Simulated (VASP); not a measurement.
# Co (P6_3/mmc) in VASP: single point with LDA

Aim: the single point of Co with LDA.

Everything below comes from runs of VASP 6.6.1. Logs are shortened: lines on timing, memory, paths and dates and some standing lists are left out, and cuts for length are marked.

**1. The cell of the first run**

Symmetry: P6_3/mmc, No. 194, hexagonal system. Conventional cell: a = 2.428 Å, b = 2.428 Å, c = 3.918 Å, α = 90.00°, β = 90.00°, γ = 120.00°. Co (site symmetry -6m2) has 12 Co at 2.41 to 2.43 Å within 3.2 Å.

**2. Single point, LDA, collinear spin, ferromagnetic start**

Contents of POSCAR:

```
Co
1.0
    2.4281594355      0.0000000000      0.0000000000
   -1.2140797177      2.1028477556      0.0000000000
    0.0000000000      0.0000000000      3.9183680118
Co
2
Direct
    0.3333333333      0.6666666667      0.2500000000
    0.6666666667      0.3333333333      0.7500000000
```

Contents of INCAR.step1:

```
SYSTEM = Co
PREC = Accurate ; ENCUT = 520
EDIFF = 1E-7 ; ISMEAR = -1
SIGMA = 0.1 ; LREAL = .False.
LASPH = .True. ; NELM = 150
ALGO = Normal ; ISIF = 2
LWAVE = .False. ; LCHARG = .True.
ISPIN = 2 ; MAGMOM = 1.7 1.7
LMAXMIX = 4 ; GGA = CA
NBANDS = 20
```

Contents of KPOINTS.step1:

```
Automatic mesh
0
Gamma
  18 18 10
  0 0 0
```

Contents of INCAR.step2:

```
SYSTEM = Co
PREC = Accurate ; ENCUT = 520
EDIFF = 1E-7 ; ISMEAR = -5
SIGMA = 0.1 ; LREAL = .False.
LASPH = .True. ; NELM = 150
ALGO = Normal ; ISIF = 2
LWAVE = .False. ; LCHARG = .False.
ISPIN = 2 ; MAGMOM = 1.7 1.7
LORBIT = 11 ; LMAXMIX = 4
GGA = CA ; NEDOS = 2001
ICHARG = 11
```

Contents of KPOINTS.step2:

```
Automatic mesh
0
Gamma
  27 27 15
  0 0 0
```

Potentials or basis: VASP PAW LDA potentials, release 64 (Co).

Run with:

```console
$ cat potpaw_LDA.64/Co/POTCAR > POTCAR
$ cp INCAR.step1 INCAR
$ cp KPOINTS.step1 KPOINTS
$ mpirun -np 1 vasp_std > vasp.out
$ cp INCAR.step2 INCAR
$ cp KPOINTS.step2 KPOINTS
$ mpirun -np 1 vasp_std > vasp.out
```

OUTCAR:

```text
SYSTEM = Co
   PREC = Accurate
   ENCUT = 520
   EDIFF = 1E-7
   ISMEAR = -5
   LREAL = .False.
   LASPH = .True.
   NELM = 150
   ISIF = 2
   ISPIN = 2
   LORBIT = 11
   GGA = CA
   ICHARG = 11

 ion  position               nearest neighbor table
   1  0.333  0.667  0.250-   2 2.41   2 2.41   2 2.41   2 2.41   2 2.41   2 2.41
   2  0.667  0.333  0.750-   1 2.41   1 2.41   1 2.41   1 2.41   1 2.41   1 2.41

  LATTYP: Found a hexagonal cell.
 ALAT       =     2.4281594355
 C/A-ratio  =     1.6137194101

  Lattice vectors:

 A1 = (   2.4281594355,   0.0000000000,   0.0000000000)
 A2 = (  -1.2140797177,   2.1028477556,   0.0000000000)
 A3 = (   0.0000000000,   0.0000000000,   3.9183680118)

Analysis of symmetry for initial positions (statically):
=====================================================================
 Subroutine PRICEL returns:
 Original cell was already a primitive cell.

 Routine SETGRP: Setting up the symmetry group for a
 hexagonal supercell.

 Subroutine GETGRP returns: Found 24 space group operations
 (whereof 12 operations were pure point group operations)
 out of a pool of 24 trial point group operations.

The static configuration has the point symmetry D_3d.
 The point group associated with its full space group is D_6h.

Analysis of symmetry for dynamics (positions and initial velocities):
=====================================================================
 Subroutine PRICEL returns:
 Original cell was already a primitive cell.

 Routine SETGRP: Setting up the symmetry group for a
 hexagonal supercell.

 Subroutine GETGRP returns: Found 24 space group operations
 (whereof 12 operations were pure point group operations)
 out of a pool of 24 trial point group operations.

The dynamic configuration has the point symmetry D_3d.
 The point group associated with its full space group is D_6h.

Analysis of structural, dynamic, and magnetic symmetry:
=====================================================================
 Subroutine PRICEL returns:
 Original cell was already a primitive cell.

 Routine SETGRP: Setting up the symmetry group for a
 hexagonal supercell.

 Subroutine GETGRP returns: Found 24 space group operations
 (whereof 12 operations were pure point group operations)
 out of a pool of 24 trial point group operations.

The overall configuration has the point symmetry D_3d.
 The point group associated with its full space group is D_6h.

 Subroutine INISYM returns: Found 24 space group operations
 (whereof 12 operations are pure point group operations),
 and found     1 'primitive' translations

----------------------------------------------------------------------------------------

                                     Primitive cell

  volume of cell :      20.0074

  direct lattice vectors                    reciprocal lattice vectors
     2.428159436  0.000000000  0.000000000     0.411834571  0.237772801  0.000000000
    -1.214079718  2.102847756  0.000000000     0.000000000  0.475545601  0.000000000
     0.000000000  0.000000000  3.918368012     0.000000000  0.000000000  0.255208290

  length of vectors
     2.428159436  2.428159435  3.918368012     0.475545601  0.475545601  0.255208290

  position of ions in fractional coordinates (direct lattice)
     0.333333333  0.666666667  0.250000000
     0.666666667  0.333333333  0.750000000

  ion indices of the primitive-cell ions
   primitive index   ion index
                 1           1
                 2           2

----------------------------------------------------------------------------------------

 KPOINTS: Automatic mesh

Automatic generation of k-mesh.
 Grid dimensions read from file:
 generate k-points for:   27   27   15

 Generating k-lattice:

  Cartesian coordinates                     Fractional coordinates (reciprocal lattice)
     0.015253132  0.008806400  0.000000000     0.037037037  0.000000000  0.000000000
     0.000000000  0.017612800  0.000000000     0.000000000  0.037037037  0.000000000
     0.000000000  0.000000000  0.017013886     0.000000000  0.000000000  0.066666667

  Length of vectors
     0.017612800  0.017612800  0.017013886

  Shift w.r.t. Gamma in fractional coordinates (k-lattice)
     0.000000000  0.000000000  0.000000000

 TETIRR: Found  10722 inequivalent tetrahedra from    65610

 Subroutine IBZKPT returns following result:
 ===========================================
[... 43 lines left out ...]
   LNONCOLLINEAR =      F non collinear calculations
   LSORBIT =      F    spin-orbit coupling
   LASPH  =      T    aspherical Exc in radial PAW
   ENCUT  =  520.0 eV  38.22 Ry    6.18 a.u.   4.51  4.51  7.29*2*pi/ulx,y,z
   NELM   =    150;   NELMIN=  2; NELMDL=  0     # of ELM steps
   EDIFF  = 0.1E-06   stopping-criterion for ELM
   LREAL  =      F    real-space projection
   EDIFFG = 0.1E-05   stopping-criterion for IOM
   NSW    =      0    number of steps for IOM
   IBRION =     -1    ionic relax: 0-MD 1-quasi-New 2-CG
   NFREE  =      0    steps in history (QN), initial steepest desc. (CG)
   ISIF   =      2    stress and relaxation
   ISYM   =      2    0-nonsym 1-usesym 2-fastsym
   POTIM  = 0.5000    time-step for ionic-motion
   TEBEG  =    0.0;   TEEND  =   0.0 temperature during run
   PSTRESS=    0.0 pullay stress
   NELECT =      18.0000    total number of electrons
   NUPDOWN=      -1.0000    fix difference up-down
   EMIN   =  10.00;   EMAX   =-10.00  energy-range for DOS
   EFERMI =   0.00;   METHOD = LEGACY
   ISMEAR =    -5;   SIGMA  =   0.10  broadening in eV -4-tet -1-fermi 0-gaus
   EFERMI_NEDOS =   21; number of points for ismear=-14 and -15
   IALGO  =     38    algorithm
   IMIX   =      4    mixing-type and parameters
     AMIX     =   0.40;   BMIX     =  1.00
     AMIX_MAG =   1.60;   BMIX_MAG =  1.00
  volume/ion in A,a.u.               =      10.00        67.51
  Fermi-wavevector in a.u.,A,eV,Ry     =   1.580407  2.986536 33.983080  2.497686
  Thomas-Fermi vector in A             =   2.680639
   LORBIT       =     11    0 simple, 1 ext, 2 COOP (PROOUT), +10 PAW based schemes
   GGA     = CA    functional components
   LHFCALC =     F    Hartree Fock is set to
   AEXX    =    0.0000 exact exchange contribution
   IVDW    =     0    specifies the selected vdW correction
   LEPSILON=     F    determine dielectric tensor
   LRPA    =     F    only Hartree local field effects (RPA)
 spin polarized calculation
 Fermi weights with tetrahedron method with Bloechl corrections
  energy-cutoff  :      520.00
  volume of cell :       20.01
 maximum number of plane-waves:       557
 NGX is ok and might be reduce to    18

 number of electron      17.9999992 magnetization       2.8687294

 Free energy of the ion-electron system (eV)
  ---------------------------------------------------
  ext. energy  EPLUGINS =         0.00000000
  ---------------------------------------------------
  free energy    TOTEN  =       -16.25008034 eV

  energy without entropy =      -16.25008034  energy(sigma->0) =      -16.25008034

 E-fermi :  11.0684     XC(G=0): -14.2218

 val. band max:       11.0888744110   @ k =   0.4074   0.0741   0.3333
 cond. band min:      11.0336661156   @ k =   0.0000   0.0000   0.0000
 fundamental gap:     -0.0552082954
 Fermi energy:        11.0683867268

 spin component 1

 k-point     1 :       0.0000    0.0000    0.0000
  band No.  band energies     occupation
      1       1.7312      1.00000
      2       5.6742      1.00000
      3       8.5567      1.00000
      4       8.5744      1.00000
      5       8.5744      1.00000
      6       8.9420      1.00000
      7       8.9420      1.00000
      8       9.3423      1.00000
      9       9.3424      1.00000
     10      10.6222      1.00000
     11      10.6222      1.00000
     12      11.0337      0.17181
     13      18.3583      0.00000
     14      33.7498      0.00000
[... 403 lines left out ...]
      4       8.0906      1.00000
      5       8.4622      1.00000
      6       8.7539      1.00000
      7       8.8811      1.00000
      8      10.5036      1.00000
      9      10.5792      1.00000
     10      10.8679      1.00000
     11      11.2242      0.07677
     12      17.5884      0.00000
     13      19.5159      0.00000
     14      21.3719      0.00000
     15      26.9994      0.00000

 [... further k-points ...]

 spin component 2

 k-point     1 :       0.0000    0.0000    0.0000
  band No.  band energies     occupation
      1       1.9107      1.00000
      2       6.5076      1.00000
      3       9.8802      1.00000
      4       9.8889      1.00000
      5       9.8889      1.00000
      6      10.3000      1.00000
      7      10.3000      1.00000
      8      10.7532      1.00000
      9      10.7532      1.00000
     10      11.2018      0.42890
     11      12.1274      0.00000
     12      12.1274      0.00000
     13      19.2611      0.00000
     14      33.7992      0.00000
[... 403 lines left out ...]
      4       8.9163      1.00000
      5       9.7729      1.00000
      6       9.9862      1.00000
      7      10.1443      1.00000
      8      11.9862      0.00000
      9      12.0456      0.00000
     10      12.4014      0.00000
     11      12.5377      0.00000
     12      18.2918      0.00000
     13      20.1550      0.00000
     14      21.9330      0.00000
     15      27.3231      0.00000

 [... further k-points ...]

------------------------ aborting loop because EDIFF is reached ----------------------------------------

  FORCE on cell =-STRESS in cart. coord.  units (eV):
  Direction    XX          YY          ZZ          XY          YZ          ZX
  --------------------------------------------------------------------------------------
  -------------------------------------------------------------------------------------
  Total        0.2830728      0.2830728      0.1767099      0.0000000     -0.0000000      0.0000000
  in kB       22.6682732     22.6682732     14.1508049      0.0000000     -0.0000000      0.0000000
  external PRESSURE =      19.8291171 kB  Pullay stress =       0.0000000 kB

 VOLUME and BASIS-vectors are now :
 -----------------------------------------------------------------------------
  energy-cutoff  :      520.00
  volume of cell :       20.01
      direct lattice vectors                 reciprocal lattice vectors
     2.428159436  0.000000000  0.000000000     0.411834571  0.237772801  0.000000000
    -1.214079718  2.102847756  0.000000000     0.000000000  0.475545601  0.000000000
     0.000000000  0.000000000  3.918368012     0.000000000  0.000000000  0.255208290

 POSITION                                       TOTAL-FORCE (eV/Angst)
 -----------------------------------------------------------------------------------
     -0.00000      1.40190      0.97959        -0.000000     -0.000000      0.000000
      1.21408      0.70095      2.93878         0.000000      0.000000      0.000000
 -----------------------------------------------------------------------------------
    total drift:                               -0.000000      0.000000     -0.000000

  FREE ENERGIE OF THE ION-ELECTRON SYSTEM (eV)
  ---------------------------------------------------
  free  energy   TOTEN  =       -16.2500803421 eV

  energy  without entropy=      -16.2500803421  energy(sigma->0) =      -16.25008034

 total charge

# of ion       s       p       d       tot
------------------------------------------
    1        0.523   0.589   7.341   8.452
    2        0.523   0.589   7.341   8.452
--------------------------------------------------
tot          1.045   1.177  14.682  16.904

 magnetization (x)

# of ion       s       p       d       tot
------------------------------------------
    1       -0.013  -0.038   1.518   1.467
    2       -0.013  -0.038   1.518   1.467
--------------------------------------------------
tot         -0.026  -0.077   3.036   2.933
```

Run time: 2.6 min. Hardware: 1 thread of Intel Xeon 6975P-C (Granite Rapids), shared host; peak memory 0.39 GiB.

Results:

```yaml
Net_moment: 2.87 μB per cell
Site_moments: Co +1.47 μB
Valence_electrons_inside_the_program's_atomic_spheres: Co 8.45
```

Caveat: tetrahedron occupations give inexact forces and stress in metals.
